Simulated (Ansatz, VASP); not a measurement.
# InGa2O in VASP and in Ansatz

Contents of INCAR:

```
  PREC = Accurate
  ENCUT = 600
  EDIFF = 1E-6
  ISMEAR = 0
  SIGMA = 0.1
  LREAL = F
  LASPH = T
  NELM = 80
  ALGO = Normal
  ISIF = 3
  LWAVE = F
  LCHARG = F
  GGA = PE
  IBRION = 2
  NSW = 90
  EDIFFG = -0.04
```

File KPOINTS:

```
regular mesh
0
Gamma
  6 6 4
```

The input POSCAR:

```
InGa2O
1.0
    3.5758317159      0.0000000000      0.0000000000
    0.0000000000      3.5758317159      0.0000000000
    0.0000000000      0.0000000000      6.3639817722
In Ga O
1 2 1
Direct
    0.5000000000      0.5000000000      0.5000000000
    0.0000000000      0.5000000000      0.1693413336
    0.5000000000      0.0000000000      0.8306586664
    0.0000000000      0.0000000000      0.0000000000
```

Input for Ansatz:

```yaml
crystal:
  lattice:
    - [3.5758317159, 0.0, 0.0]
    - [0.0, 3.5758317159, 0.0]
    - [0.0, 0.0, 6.3639817722]
  atoms:
    - { symbol: In, position: [0.5, 0.5, 0.5] }
    - { symbol: Ga, position: [0.0, 0.5, 0.1693413336] }
    - { symbol: Ga, position: [0.5, 0.0, 0.8306586664] }
    - { symbol: O, position: [0.0, 0.0, 0.0] }
basis:
  ecutwfc: 420
kpoints:
  mp_grid: { grid: [6, 6, 4] }
hamiltonian:
  xc: pbe
scf:
  occupations: { method: gaussian, width: 0.1 }
  lower_state_search: "off"
output:
  forces: true
  stress: true
  eigenvalues: true
relax:
  adjacent_minimum: "off"
  f_tol: 0.04
  max_steps: 70
  cell: { stress_tol: 0.4 }
```

Change from the starting cell: species swapped into the ZnGeP2 type (P-4m2, No. 115).

Alike in both runs: task relaxation of cell and atoms; functional PBE; k mesh 6 × 6 × 4; occupations gaussian, width 0.1 eV; no spin polarisation.

```csv
,VASP,Ansatz
version,VASP 6.6.1,Ansatz 0.2.0
potentials or method,"VASP PAW PBE potentials, release 64 (In_d, Ga_d, O), cutoff 600 eV","scalar-relativistic, plane waves, PAW"
valence electrons in the cell,45,45
```

|  | VASP | Ansatz | Ansatz less VASP |
| --- | --- | --- | --- |
| gap on the k mesh at the Fermi level, each at its own relaxed structure (eV) | none | none | - |
| relaxed volume (Å³/atom) | 20.04 | 19.97 | -0.072 |
| relaxed cell length with the largest relative difference (Å) | 6.694 | 6.682 | -0.0122 |

A gap of «none» marks a metal or a gap that the smearing closes.
